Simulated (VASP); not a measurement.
# AgIr2 (P6/mmm) in VASP: notebook, part 2 of 2

VASP 6.6.1. Earlier steps stand in the parts before.

### Step 4. Single point, PBE

This run uses another cell than the first one, of 15.88 Å³/atom.

INCAR

```
SYSTEM = AgIr2
PREC = Accurate ; ENCUT = 520
EDIFF = 1E-6 ; ISMEAR = 0
SIGMA = 0.1 ; LREAL = .FALSE.
LASPH = .TRUE. ; NELM = 80
ALGO = Fast ; ISIF = 2
LWAVE = .FALSE. ; LCHARG = .FALSE.
GGA = PE ; NBANDS = 22
```

KPOINTS

```
regular mesh
0
G
  6 6 6
  0 0 0
```

POSCAR

```
AgIr2
1.0
    4.4516560994      0.0000000000      0.0000000000
   -2.2258280497      3.8552472710      0.0000000000
    0.0000000000      0.0000000000      2.7755227373
Ag Ir
1 2
Direct
    0.0000000000      0.0000000000      0.0000000000
    0.3333333333      0.6666666667      0.5000000000
    0.6666666667      0.3333333333      0.5000000000
```

Potentials or basis: VASP PAW PBE potentials, release 64 (Ag, Ir).

Started as:

```bash
$ cat potpaw_PBE.64/Ag/POTCAR potpaw_PBE.64/Ir/POTCAR > POTCAR
$ mpirun -np 1 vasp_std > vasp.out
```

OUTCAR:

```text
SYSTEM = AgIr2
   PREC = Accurate
   ENCUT = 520
   EDIFF = 1E-6
   ISMEAR = 0
   LREAL = .FALSE.
   LASPH = .TRUE.
   NELM = 80
   ISIF = 2
   GGA = PE

 ion  position               nearest neighbor table
   1  0.000  0.000  0.000-   2 2.92   3 2.92   2 2.92   3 2.92   3 2.92   3 2.92   2 2.92   2 2.92
                             3 2.92   3 2.92   2 2.92   2 2.92
   2  0.333  0.667  0.500-   3 2.57   3 2.57   3 2.57   1 2.92   1 2.92   1 2.92   1 2.92   1 2.92
                             1 2.92
   3  0.667  0.333  0.500-   2 2.57   2 2.57   2 2.57   1 2.92   1 2.92   1 2.92   1 2.92   1 2.92
                             1 2.92

  LATTYP: Found a hexagonal cell.
 ALAT       =     4.4516560994
 C/A-ratio  =     0.6234809418

  Lattice vectors:

 A1 = (   4.4516560994,   0.0000000000,   0.0000000000)
 A2 = (  -2.2258280497,   3.8552472710,   0.0000000000)
 A3 = (   0.0000000000,   0.0000000000,   2.7755227373)

Analysis of symmetry for initial positions (statically):
=====================================================================
 Subroutine PRICEL returns:
 Original cell was already a primitive cell.

 Routine SETGRP: Setting up the symmetry group for a
 hexagonal supercell.
[... 170 lines left out ...]

 E-fermi :   8.5820     XC(G=0): -13.0614

 val. band max:        8.5744007508   @ k =   0.5000   0.0000   0.0000
 cond. band min:       8.5892489613   @ k =   0.5000   0.0000   0.5000
 fundamental gap:      0.0148482105
 Fermi energy:         8.5820153653

 k-point     1 :       0.0000    0.0000    0.0000
  band No.  band energies     occupation
      1      -0.5721      2.00000
      2       2.3306      2.00000
      3       3.7692      2.00000
      4       3.7692      2.00000
      5       4.4709      2.00000
      6       4.7479      2.00000
[... 589 lines left out ...]
     21      16.5144      0.00000
     22      18.1211      0.00000

 [... further k-points ...]

------------------------ aborting loop because EDIFF is reached ----------------------------------------

  FORCE on cell =-STRESS in cart. coord.  units (eV):
  Direction    XX          YY          ZZ          XY          YZ          ZX
  --------------------------------------------------------------------------------------
  -------------------------------------------------------------------------------------
  Total        0.0296372      0.0296372     -0.0500537      0.0000000      0.0000000      0.0000000
  in kB        0.9968475      0.9968475     -1.6835582      0.0000000      0.0000000      0.0000000
  external PRESSURE =       0.1033789 kB  Pullay stress =       0.0000000 kB

 VOLUME and BASIS-vectors are now :
 -----------------------------------------------------------------------------
  energy-cutoff  :      520.00
  volume of cell :       47.63
      direct lattice vectors                 reciprocal lattice vectors
     4.451656099  0.000000000  0.000000000     0.224635501  0.129693367  0.000000000
    -2.225828050  3.855247271  0.000000000     0.000000000  0.259386734  0.000000000
     0.000000000  0.000000000  2.775522737     0.000000000  0.000000000  0.360292491

 POSITION                                       TOTAL-FORCE (eV/Angst)
 -----------------------------------------------------------------------------------
      0.00000      0.00000      0.00000         0.000000      0.000000      0.000000
     -0.00000      2.57016      1.38776         0.000000     -0.000000      0.000000
      2.22583      1.28508      1.38776        -0.000000      0.000000     -0.000000
 -----------------------------------------------------------------------------------
    total drift:                                0.000000      0.000000     -0.000000

  FREE ENERGIE OF THE ION-ELECTRON SYSTEM (eV)
  ---------------------------------------------------
  free  energy   TOTEN  =       -18.9500035344 eV

  energy  without entropy=      -18.9224671052  energy(sigma->0) =      -18.93623532
```

It took 45 s on 1 thread of AMD EPYC 7R43 (Zen 3), shared host; peak memory 0.15 GiB.

What came out:

| Item | Value |
| --- | --- |
| Free energy | -18.9500 eV |
| Pressure | 0.0 GPa |
| Band gap on the k mesh | zero (an odd number of electrons rules out a gap without spin polarisation) |

Caveat: the k points lie up to 0.38 Å⁻¹ apart, too coarse for converged energies and pressures of a metal; spin-orbit coupling is left out, which moves the levels of the heavy elements.

### Step 5. Relaxation of cell and atoms, PBE

This run uses another cell than the first one, of 14.50 Å³/atom.

INCAR

```
SYSTEM = AgIr2
PREC = Accurate
ENCUT = 600
EDIFF = 1E-6
ISMEAR = 0
SIGMA = 0.1
LREAL = .FALSE.
LASPH = .TRUE.
NELM = 80
ALGO = Normal
ISIF = 3
LWAVE = .FALSE.
LCHARG = .FALSE.
GGA = PE
IBRION = 2
NSW = 90
EDIFFG = -0.04
```

KPOINTS

```
Automatic mesh
0
G
  6 6 4
  0 0 0
```

POSCAR

```
AgIr2
1.0
    3.5961273062      0.0000000000      0.0000000000
   -1.7980636531      3.1143376024      0.0000000000
    0.0000000000      0.0000000000      3.8828617093
Ag Ir
1 2
Direct
    0.0000000000      0.0000000000      0.0000000000
    0.3333333333      0.6666666667      0.5000000000
    0.6666666667      0.3333333333      0.5000000000
```

Started as:

```bash
$ cat potpaw_PBE.64/Ag/POTCAR potpaw_PBE.64/Ir/POTCAR > POTCAR
$ mpirun -np 1 vasp_std > vasp.out
```

Run time: 8 min. Hardware: 1 thread of AMD EPYC 7R43 (Zen 3), shared host; peak memory 0.18 GiB.

Results (log left out):

```yaml
Free_energy: -19.3250 eV
Relaxed_volume: 15.70 Å³/atom
Relaxed_cell: a = 4.504 Å, b = 4.504 Å, c = 2.680 Å, α = 90.00°, β = 90.00°, γ = 120.00°
Space_group_after_relaxing_to_0.1_Å: P6/mmm (No. 191)
Pressure_after_relaxing: -0.1 GPa
Band_gap_on_the_k_mesh: zero (an odd number of electrons rules out a gap without spin polarisation)
```

Stress tensor (GPa, compression positive):
```
-0.02  0.00  0.00
 0.00 -0.02  0.00
 0.00  0.00 -0.33
```

Final structure:
```
Ag Ir
1.0
     4.50433    0.00000    0.00000
    -2.25216    3.90086    0.00000
     0.00000    0.00000    2.68021
Ag Ir
1 2
Direct
  0.00000 0.00000 0.00000
  0.33333 0.66667 0.50000
  0.66667 0.33333 0.50000
```

Levels at points of the mesh, in eV from the Fermi level:
```tsv
k point	band 12	band 13	band 14	band 15	band 16	band 17
(0.00, 0.00, 0.00)	-2.96	-1.00	-1.00	0.86	0.86	5.45
(0.50, 0.00, 0.00)	-0.80	-0.78	0.04	0.34	0.36	0.62
(0.00, 0.00, 0.50)	-2.26	-0.62	-0.62	0.10	2.65	3.85
(0.50, 0.00, 0.50)	-1.41	-0.76	0.02	1.59	2.54	3.86
```

Caveat: the k points lie up to 0.59 Å⁻¹ apart in the final cell, too coarse for converged energies and pressures of a metal; a cell axis changed by over 15 % at a fixed basis, so the end point is rough; spin-orbit coupling is left out, which moves the levels of the heavy elements.

### Step 6. Summary

| task | cell | k mesh | cutoff (eV) | gap on the mesh (eV) | pressure (GPa) |
| --- | --- | --- | --- | --- | --- |
| single point | a = 4.506, b = 4.506, c = 2.676 Å, angles 90.0, 90.0, 120.0°, 3 atoms | 6 × 6 × 4 | 520 | none | 0.1 |
| single point | a = 3.596, b = 3.596, c = 3.883 Å, angles 90.0, 90.0, 120.0°, 3 atoms | 6 × 6 × 6 | 520 | none | 118.5 |
| single point | a = 4.452, b = 4.452, c = 2.776 Å, angles 90.0, 90.0, 120.0°, 3 atoms | 6 × 6 × 6 | 520 | none | 0.0 |
| relaxation of cell and atoms | relaxed from a = 3.596, b = 3.596, c = 3.883 Å, angles 90.0, 90.0, 120.0°, 3 atoms | 6 × 6 × 4 | 600 | none | -0.1 |

Alike in all rows: level PBE; potentials or basis VASP PAW PBE potentials, release 64 (Ag, Ir); no spin polarisation; smearing gaussian 0.1 eV.

Caveats: some runs use coarse meshes; spin-orbit coupling is left out, which moves the levels of the heavy elements; the cell stands under pressure (at least some runs); a cell axis changed by over 15 % at a fixed basis, so the end point is rough (at least some runs).

Absolute energies hang on the potentials; compare differences alone.
